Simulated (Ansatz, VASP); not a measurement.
# HfO2, level by level in two programs

```
Hf O
1.0
     3.48539    0.00000    0.00000
     0.00000    3.48539    0.00000
     0.00000    0.00000    5.06628
Hf O
2 4
Direct
  0.00000 0.00000 0.00000
  0.50000 0.50000 0.50000
  0.00000 0.50000 0.19721
  0.50000 0.00000 0.30279
  0.50000 0.00000 0.80279
  0.00000 0.50000 0.69721
```

Single points on this cell with VASP 6.6.1 and Ansatz 0.2.0. Each row is one pair of runs. Alike in all rows: spin: off; k mesh: 8 × 8 × 5; smearing: fermi-dirac, width 0.05 eV.

| level | VASP's potentials, cutoff | Ansatz's potentials, cutoff | gap on the k mesh at the Fermi level (eV), VASP | gap on the k mesh at the Fermi level (eV), Ansatz | least direct gap on the mesh (eV), VASP | least direct gap on the mesh (eV), Ansatz | pressure (GPa), VASP | pressure (GPa), Ansatz |
| --- | --- | --- | --- | --- | --- | --- | --- | --- |
| PBE | VASP PAW PBE potentials, release 64 (Hf_pv, O), 520 eV | Ansatz PAW, 420 eV | 4.94 | 4.98 | 5.07 | 5.07 | 25.6 | 29.6 |
| r2SCAN | VASP PAW PBE potentials, release 64 (Hf_pv, O), 520 eV | Ansatz PAW, 500 eV | ? | 5.55 | ? | 5.64 | ? | 23.6 |
| LDA | VASP PAW LDA potentials, release 64 (Hf_pv, O), 520 eV | Ansatz PAW, 420 eV | 4.74 | 4.77 | 4.87 | 4.87 | 10.1 | 13.0 |

Task: Fill in what VASP gave in row 2.

Result: gap on the k mesh at the Fermi level (eV): 5.52; least direct gap on the mesh (eV): 5.63; pressure (GPa): 19.6.

VASP's potentials hold 44 valence electrons a cell and Ansatz's 76, so a difference there can come from the potentials and not from the codes.

Neither program's run includes spin-orbit coupling. Noted on Ansatz's runs: odd divisions of the mesh miss points on the zone boundary, where band edges often lie, so the gap on the mesh can be too wide; Pulay correction over one GPa.
